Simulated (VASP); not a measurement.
Zr: single point with PBE

The system is Zr.

```
Zr
1.0
    -2.57170    2.57170    1.42827
     2.57170   -2.57170    1.42827
     2.57170    2.57170   -1.42827
Zr
2
Direct
  0.62500 0.87500 0.75000
  0.37500 0.12500 0.25000
```

```
Program                : VASP 6.6.1
Task                   : single point
Functional             : PBE
Potentials or basis    : VASP PAW PBE potentials, release 64 (Zr_sv)
Cutoff                 : 520 eV
k mesh                 : 15 × 15 × 15
Occupations            : fermi-dirac, width 0.08 eV
Spin                   : no spin polarisation
Dipole correction      : no
Further INCAR settings : ALGO = Normal; EDIFF = 1e-07; NBANDS = 19
```

```
Pressure               : 26.2 GPa
Band gap on the k mesh : zero (band 12 reaches 11.36 eV, above the bottom of band 13 at 10.16 eV)
```

Stress tensor (GPa, compression positive):
```
26.24  0.00  0.00
 0.00 26.24  0.00
 0.00  0.00 26.10
```

Levels at points of the mesh, in eV from the Fermi level:
```csv
k point,band 9,band 10,band 11,band 12,band 13,band 14,band 15,band 16
"(0.00, 0.00, 0.00)",-5.25,-4.03,-1.58,-0.96,-0.04,3.64,3.64,3.80
```

Wall time 120 s on 1 thread of AMD EPYC 9R45 96-Core Processor (Zen 5), with other jobs on the host, peak memory 0.26 GiB.
